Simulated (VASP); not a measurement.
# Ti (Fm-3m) in VASP: further runs

Runs on Ti. Level: PBE. Tasks: single point.

All numbers are computed with VASP 6.6.1; they aren't measurements. Logs are shortened: lines on timing, memory, paths and dates and some standing lists are left out, and cuts for length are marked.

## Step 1: The cell of the first run

It takes space group Fm-3m (No. 225, cubic). The conventional cell has a = 4.113 Å, b = 4.113 Å, c = 4.113 Å, α = 90.00°, β = 90.00°, γ = 90.00°. Within 3.8 Å of Ti (site symmetry m-3m) lie 12 Ti at 2.91 Å.

## Step 2: Single point, PBE

Contents of INCAR:

```
ALGO = Normal ; EDIFF = 1E-6
ENCUT = 500 ; GGA = PE
GGA_COMPAT = False ; ISIF = 2
ISMEAR = -1 ; LASPH = True
LCHARG = True ; LELF = True
LREAL = False ; LVHAR = True
LWAVE = False ; NBANDS = 12
NELM = 120 ; PREC = Accurate
SIGMA = 0.1
```

Contents of KPOINTS:

```
k-points
0
Gamma
  4 4 4
```

Contents of POSCAR:

```
Ti
1.0
   -2.0565655567      0.0000000000      2.0565655567
    0.0000000000      2.0565655567      2.0565655567
   -2.0565655567      2.0565655567      0.0000000000
Ti
1
Direct
    0.0000000000      0.0000000000      0.0000000000
```

Potentials or basis: VASP PAW PBE potentials, release 64 (Ti_sv).

Command:

```sh
cat potpaw_PBE.64/Ti_sv/POTCAR > POTCAR
mpirun -np 1 vasp_std > vasp.out
```

OUTCAR:

```text
EDIFF = 1E-6
   ENCUT = 500
   GGA = PE
   ISIF = 2
   ISMEAR = -1
   LASPH = True
   LREAL = False
   NELM = 120
   PREC = Accurate

 ion  position               nearest neighbor table
   1  0.000  0.000  0.000-

  LATTYP: Found a face centered cubic cell.
 ALAT       =     4.1131311134

  Lattice vectors:

 A1 = (  -2.0565655567,   0.0000000000,   2.0565655567)
 A2 = (   0.0000000000,   2.0565655567,   2.0565655567)
 A3 = (  -2.0565655567,   2.0565655567,   0.0000000000)

Analysis of symmetry for initial positions (statically):
=====================================================================
 Subroutine PRICEL returns:
 Original cell was already a primitive cell.

 Routine SETGRP: Setting up the symmetry group for a
 face centered cubic supercell.

 Subroutine GETGRP returns: Found 48 space group operations
 (whereof 48 operations were pure point group operations)
 out of a pool of 48 trial point group operations.

The static configuration has the point symmetry O_h .

Analysis of symmetry for dynamics (positions and initial velocities):
=====================================================================
 Subroutine PRICEL returns:
 Original cell was already a primitive cell.

 Routine SETGRP: Setting up the symmetry group for a
 face centered cubic supercell.

 Subroutine GETGRP returns: Found 48 space group operations
 (whereof 48 operations were pure point group operations)
 out of a pool of 48 trial point group operations.

The dynamic configuration has the point symmetry O_h .

 Subroutine INISYM returns: Found 48 space group operations
 (whereof 48 operations are pure point group operations),
 and found     1 'primitive' translations

----------------------------------------------------------------------------------------

                                     Primitive cell

  volume of cell :      17.3963

  direct lattice vectors                    reciprocal lattice vectors
    -2.056565557  0.000000000  2.056565557    -0.243123784 -0.243123784  0.243123784
     0.000000000  2.056565557  2.056565557     0.243123784  0.243123784  0.243123784
    -2.056565557  2.056565557  0.000000000    -0.243123784  0.243123784 -0.243123784

  length of vectors
     2.908422902  2.908422902  2.908422902     0.421102746  0.421102746  0.421102746

  position of ions in fractional coordinates (direct lattice)
     0.000000000  0.000000000  0.000000000

  ion indices of the primitive-cell ions
   primitive index   ion index
                 1           1

[... 61 lines left out ...]
   ISYM   =      2    0-nonsym 1-usesym 2-fastsym
   POTIM  = 0.5000    time-step for ionic-motion
   TEBEG  =    0.0;   TEEND  =   0.0 temperature during run
   PSTRESS=    0.0 pullay stress
   NELECT =      12.0000    total number of electrons
   NUPDOWN=      -1.0000    fix difference up-down
   EMIN   =  10.00;   EMAX   =-10.00  energy-range for DOS
   EFERMI =   0.00;   METHOD = LEGACY
   ISMEAR =    -1;   SIGMA  =   0.10  broadening in eV -4-tet -1-fermi 0-gaus
   EFERMI_NEDOS =   21; number of points for ismear=-14 and -15
   IALGO  =     38    algorithm
   IMIX   =      4    mixing-type and parameters
     AMIX     =   0.40;   BMIX     =  1.00
     AMIX_MAG =   1.60;   BMIX_MAG =  1.00
  volume/ion in A,a.u.               =      17.40       117.40
  Fermi-wavevector in a.u.,A,eV,Ry     =   1.446492  2.733473 28.468000  2.092339
  Thomas-Fermi vector in A             =   2.564554
   LORBIT       =      0    0 simple, 1 ext, 2 COOP (PROOUT), +10 PAW based schemes
   GGA     = PE    functional components
   LHFCALC =     F    Hartree Fock is set to
   AEXX    =    0.0000 exact exchange contribution
   IVDW    =     0    specifies the selected vdW correction
   LEPSILON=     F    determine dielectric tensor
   LRPA    =     F    only Hartree local field effects (RPA)
 non-spin polarized calculation
  energy-cutoff  :      500.00
  volume of cell :       17.40
 maximum number of plane-waves:       459
 NGX is ok and might be reduce to    24
   NGX = 11   NGY = 11   NGZ = 11

 number of electron      12.0000002 magnetization

 Free energy of the ion-electron system (eV)
  ---------------------------------------------------
  ext. energy  EPLUGINS =         0.00000000
  ---------------------------------------------------
  free energy    TOTEN  =        -7.78649748 eV

  energy without entropy =       -7.72828990  energy(sigma->0) =       -7.75739369

 E-fermi :   8.2268     XC(G=0): -11.4803

 val. band max:        7.9225533243   @ k =  -0.2500   0.2500   0.0000
 cond. band min:       8.2441165034   @ k =  -0.2500   0.2500   0.0000
 fundamental gap:      0.3215631790
 Fermi energy:         8.2267616822

 k-point     1 :       0.0000    0.0000    0.0000
  band No.  band energies     occupation
      1     -48.4162      2.00000
      2     -24.2819      2.00000
      3     -24.2819      2.00000
      4     -24.2819      2.00000
      5       2.1164      2.00000
      6       9.1396      0.00022
      7       9.1396      0.00022
      8       9.1396      0.00022
      9      10.7754      0.00000
     10      10.7754      0.00000
     11      23.4525      0.00000
     12      27.9033      0.00000
[... 91 lines left out ...]
 k-point     8 :      -0.2500    0.5000    0.2500
  band No.  band energies     occupation
      1     -48.2546      2.00000
      2     -24.7127      2.00000
      3     -24.7127      2.00000
      4     -24.5261      2.00000
      5       6.7175      2.00000
      6       7.8689      1.94570
      7       7.8689      1.94570
      8      10.3906      0.00000
      9      12.1224      0.00000
     10      16.6031      0.00000
     11      16.6031      0.00000
     12      18.6970      0.00000

------------------------ aborting loop because EDIFF is reached ----------------------------------------

  FORCE on cell =-STRESS in cart. coord.  units (eV):
  Direction    XX          YY          ZZ          XY          YZ          ZX
  --------------------------------------------------------------------------------------
  -------------------------------------------------------------------------------------
  Total       -0.0366283     -0.0366283     -0.0366283     -0.0000000      0.0000000      0.0000000
  in kB       -3.3734163     -3.3734163     -3.3734163     -0.0000000      0.0000000      0.0000000
  external PRESSURE =      -3.3734163 kB  Pullay stress =       0.0000000 kB

 VOLUME and BASIS-vectors are now :
 -----------------------------------------------------------------------------
  energy-cutoff  :      500.00
  volume of cell :       17.40
      direct lattice vectors                 reciprocal lattice vectors
    -2.056565557  0.000000000  2.056565557    -0.243123784 -0.243123784  0.243123784
     0.000000000  2.056565557  2.056565557     0.243123784  0.243123784  0.243123784
    -2.056565557  2.056565557  0.000000000    -0.243123784  0.243123784 -0.243123784

 POSITION                                       TOTAL-FORCE (eV/Angst)
 -----------------------------------------------------------------------------------
      0.00000      0.00000      0.00000         0.000000      0.000000      0.000000
 -----------------------------------------------------------------------------------
    total drift:                               -0.000000     -0.000000      0.000000

  FREE ENERGIE OF THE ION-ELECTRON SYSTEM (eV)
  ---------------------------------------------------
  free  energy   TOTEN  =        -7.7864974761 eV

  energy  without entropy=       -7.7282899038  energy(sigma->0) =       -7.75739369
```

OSZICAR:

```text
N       E                     dE             d eps       ncg     rms          rms(c)
DAV:   1     0.939572312378E+02    0.93957E+02   -0.65166E+03   192   0.121E+03
DAV:   2    -0.459513182897E+01   -0.98552E+02   -0.96565E+02   196   0.293E+02
DAV:   3    -0.867769104015E+01   -0.40826E+01   -0.40438E+01   284   0.636E+01
DAV:   4    -0.873753285945E+01   -0.59842E-01   -0.59831E-01   208   0.756E+00
DAV:   5    -0.873886078471E+01   -0.13279E-02   -0.13279E-02   256   0.107E+00    0.822E+00
DAV:   6    -0.778068176239E+01    0.95818E+00   -0.20686E+00   200   0.213E+01    0.216E+00
DAV:   7    -0.777648398880E+01    0.41978E-02   -0.73070E-02   228   0.304E+00    0.126E+00
DAV:   8    -0.778622096083E+01   -0.97370E-02   -0.34918E-02   208   0.200E+00    0.636E-02
DAV:   9    -0.778644693636E+01   -0.22598E-03   -0.16201E-03   216   0.301E-01    0.667E-02
DAV:  10    -0.778651755793E+01   -0.70622E-04   -0.13045E-04   204   0.105E-01    0.196E-02
DAV:  11    -0.778649581221E+01    0.21746E-04   -0.31573E-05   232   0.700E-02    0.425E-03
DAV:  12    -0.778649698154E+01   -0.11693E-05   -0.94573E-07   188   0.105E-02    0.326E-03
DAV:  13    -0.778649747606E+01   -0.49451E-06   -0.40387E-07   132   0.631E-03
   1 F= -.77864975E+01 E0= -.77573937E+01  d E =-.582076E-01
```

stdout:

```text
POSCAR found type information on POSCAR Ti
 POSCAR found :  1 types and       1 ions
 scaLAPACK will be used
 LDA part: xc-table for (Slater+PW92), standard interpolation
 POSCAR, INCAR and KPOINTS ok, starting setup
 FFT: planning ... GRIDC
 FFT: planning ... GRID_SOFT
 FFT: planning ... GRID
 WAVECAR not read
 entering main loop
```

It took 9.9 s on 1 thread of AMD EPYC 7R13, shared host; peak memory 0.1 GiB.

What came out:

- Free energy: -7.7865 eV
- Pressure: -0.3 GPa
- Band gap on the k mesh: zero (band 6 reaches 9.14 eV, above the bottom of band 7 at 7.87 eV)

Levels at points of the mesh, in eV from the Fermi level:
| k point | band 2 | band 3 | band 4 | band 5 | band 6 | band 7 | band 8 | band 9 | band 10 | band 11 |
| --- | --- | --- | --- | --- | --- | --- | --- | --- | --- | --- |
| (0.00, 0.00, 0.00) | -32.51 | -32.51 | -32.51 | -6.11 | 0.91 | 0.91 | 0.91 | 2.55 | 2.55 | 15.23 |
| (0.50, 0.00, 0.00) | -33.18 | -32.59 | -32.59 | -2.57 | 0.61 | 0.80 | 0.80 | 3.62 | 3.62 | 8.18 |
| (0.50, 0.50, 0.00) | -33.13 | -32.74 | -32.74 | -2.56 | -1.68 | 2.83 | 3.61 | 3.89 | 3.89 | 10.54 |

Caveat: the k points lie up to 0.66 Å⁻¹ apart.

## Step 3: Single point, PBE

Contents of INCAR:

```
SYSTEM = Ti
PREC = Accurate
ENCUT = 500
EDIFF = 1E-6
ISMEAR = -1
SIGMA = 0.1
LREAL = .False.
LASPH = .True.
NELM = 120
ALGO = Normal
ISIF = 2
LWAVE = .False.
LCHARG = .False.
GGA = PE
NBANDS = 12
GGA_COMPAT = .False.
```

Contents of KPOINTS:

```
Automatic mesh
0
Gamma
  4 4 4
  0 0 0
```

POSCAR is that of step 2.

Potentials or basis: VASP PAW PBE potentials, release 64 (Ti_sv).

Command:

```sh
cat potpaw_PBE.64/Ti_sv/POTCAR > POTCAR
mpirun -np 1 vasp_std > vasp.out
```

OUTCAR:

```text
SYSTEM = Ti
   PREC = Accurate
   ENCUT = 500
   EDIFF = 1E-6
   ISMEAR = -1
   LREAL = .False.
   LASPH = .True.
   NELM = 120
   ISIF = 2
   GGA = PE

 ion  position               nearest neighbor table
   1  0.000  0.000  0.000-

  LATTYP: Found a face centered cubic cell.
 ALAT       =     4.1131311134

  Lattice vectors:

 A1 = (  -2.0565655567,   0.0000000000,   2.0565655567)
 A2 = (   0.0000000000,   2.0565655567,   2.0565655567)
[... 280 lines left out ...]
     10      16.6031      0.00000
     11      16.6031      0.00000
     12      18.6970      0.00000

------------------------ aborting loop because EDIFF is reached ----------------------------------------

  FORCE on cell =-STRESS in cart. coord.  units (eV):
  Direction    XX          YY          ZZ          XY          YZ          ZX
  --------------------------------------------------------------------------------------
  -------------------------------------------------------------------------------------
  Total       -0.0366283     -0.0366283     -0.0366283     -0.0000000      0.0000000      0.0000000
  in kB       -3.3734163     -3.3734163     -3.3734163     -0.0000000      0.0000000      0.0000000
  external PRESSURE =      -3.3734163 kB  Pullay stress =       0.0000000 kB

 VOLUME and BASIS-vectors are now :
 -----------------------------------------------------------------------------
  energy-cutoff  :      500.00
  volume of cell :       17.40
      direct lattice vectors                 reciprocal lattice vectors
    -2.056565557  0.000000000  2.056565557    -0.243123784 -0.243123784  0.243123784
     0.000000000  2.056565557  2.056565557     0.243123784  0.243123784  0.243123784
    -2.056565557  2.056565557  0.000000000    -0.243123784  0.243123784 -0.243123784

 POSITION                                       TOTAL-FORCE (eV/Angst)
 -----------------------------------------------------------------------------------
      0.00000      0.00000      0.00000         0.000000      0.000000      0.000000
 -----------------------------------------------------------------------------------
    total drift:                               -0.000000     -0.000000      0.000000

  FREE ENERGIE OF THE ION-ELECTRON SYSTEM (eV)
  ---------------------------------------------------
  free  energy   TOTEN  =        -7.7864974761 eV

  energy  without entropy=       -7.7282899038  energy(sigma->0) =       -7.75739369
```

OSZICAR:

```text
N       E                     dE             d eps       ncg     rms          rms(c)
DAV:   1     0.939572312378E+02    0.93957E+02   -0.65166E+03   192   0.121E+03
DAV:   2    -0.459513182897E+01   -0.98552E+02   -0.96565E+02   196   0.293E+02
DAV:   3    -0.867769104015E+01   -0.40826E+01   -0.40438E+01   284   0.636E+01
DAV:   4    -0.873753285945E+01   -0.59842E-01   -0.59831E-01   208   0.756E+00
DAV:   5    -0.873886078471E+01   -0.13279E-02   -0.13279E-02   256   0.107E+00    0.822E+00
DAV:   6    -0.778068176239E+01    0.95818E+00   -0.20686E+00   200   0.213E+01    0.216E+00
DAV:   7    -0.777648398880E+01    0.41978E-02   -0.73070E-02   228   0.304E+00    0.126E+00
DAV:   8    -0.778622096083E+01   -0.97370E-02   -0.34918E-02   208   0.200E+00    0.636E-02
DAV:   9    -0.778644693636E+01   -0.22598E-03   -0.16201E-03   216   0.301E-01    0.667E-02
DAV:  10    -0.778651755793E+01   -0.70622E-04   -0.13045E-04   204   0.105E-01    0.196E-02
DAV:  11    -0.778649581221E+01    0.21746E-04   -0.31573E-05   232   0.700E-02    0.425E-03
DAV:  12    -0.778649698154E+01   -0.11693E-05   -0.94573E-07   188   0.105E-02    0.326E-03
DAV:  13    -0.778649747606E+01   -0.49451E-06   -0.40387E-07   132   0.631E-03
   1 F= -.77864975E+01 E0= -.77573937E+01  d E =-.582076E-01
```

stdout:

```text
POSCAR found type information on POSCAR Ti
 POSCAR found :  1 types and       1 ions
 scaLAPACK will be used
 LDA part: xc-table for (Slater+PW92), standard interpolation
 POSCAR, INCAR and KPOINTS ok, starting setup
 FFT: planning ... GRIDC
 FFT: planning ... GRID_SOFT
 FFT: planning ... GRID
 WAVECAR not read
 entering main loop
```

It took 6.3 s on 1 thread of AMD EPYC 7R13, shared host; peak memory 0.1 GiB.

What came out:

```
Free energy            : -7.7865 eV
Pressure               : -0.3 GPa
Band gap on the k mesh : zero (band 6 reaches 9.14 eV, above the bottom of band 7 at 7.87 eV)
```

Caveat: the k points lie up to 0.66 Å⁻¹ apart.
